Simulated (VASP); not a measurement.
Here is a VASP 6.6.1 calculation.

The input POSCAR:

```
ScAl2
1.0
    0.0000000000      3.8532057386      3.8532057386
    3.8532057386      0.0000000000      3.8532057386
    3.7800890903      3.7800890903      0.0731166483
Sc Al
2 4
Direct
    0.4995158165      0.4995158165      0.5014525506
    0.7504841835      0.7504841835      0.7485474494
    0.1250000000      0.1250000000      0.1250000000
    0.6250000000      0.1250000000      0.1250000000
    0.1250000000      0.6250000000      0.1250000000
    0.1250000000      0.1250000000      0.6250000000
```

Contents of INCAR.step1:

```
ALGO = Normal
EDIFF = 1E-4
ENCUT = 520
GGA = PE
ISMEAR = 0
LASPH = True
LCHARG = False
LREAL = False
LWAVE = True
NBANDS = 26
NELM = 60
PREC = Accurate
SIGMA = 0.1
```

INCAR.step2

```
ALGO = Normal
EDIFF = 1E-6
ENCUT = 520
ISIF = 2
ISMEAR = 0
ISTART = 1
LASPH = True
LCHARG = False
LMIXTAU = True
LREAL = False
LWAVE = False
METAGGA = R2SCAN
NBANDS = 26
NELM = 60
PREC = Accurate
SIGMA = 0.1
```

The input KPOINTS:

```
k-points
0
Gamma
  8 8 8
```

Potentials or basis: VASP PAW PBE potentials, release 64 (Sc_sv, Al).

The run is started by

```console
$ cat potpaw_PBE.64/Sc_sv/POTCAR potpaw_PBE.64/Al/POTCAR > POTCAR
$ cp INCAR.step1 INCAR
$ mpirun -np 1 vasp_std > vasp.out
$ cp INCAR.step2 INCAR
$ mpirun -np 1 vasp_std > vasp.out
```

Problem. Predict the pressure.

Solution. -2.6 GPa.

Problem. Estimate the band gap on the k mesh.

Solution. Zero (bands 17 and 18 overlap by 2.50 eV).

Stress tensor (GPa, compression positive):
```
-2.61  1.31 -1.31
 1.31 -2.61 -1.31
-1.31 -1.31 -2.61
```

Caveat: the cell differs from its parent crystal (biaxial strain in the a-b plane: +2.0 %, then relaxed in part); the PAW data sets were made with another functional, which shifts forces and pressure a little.
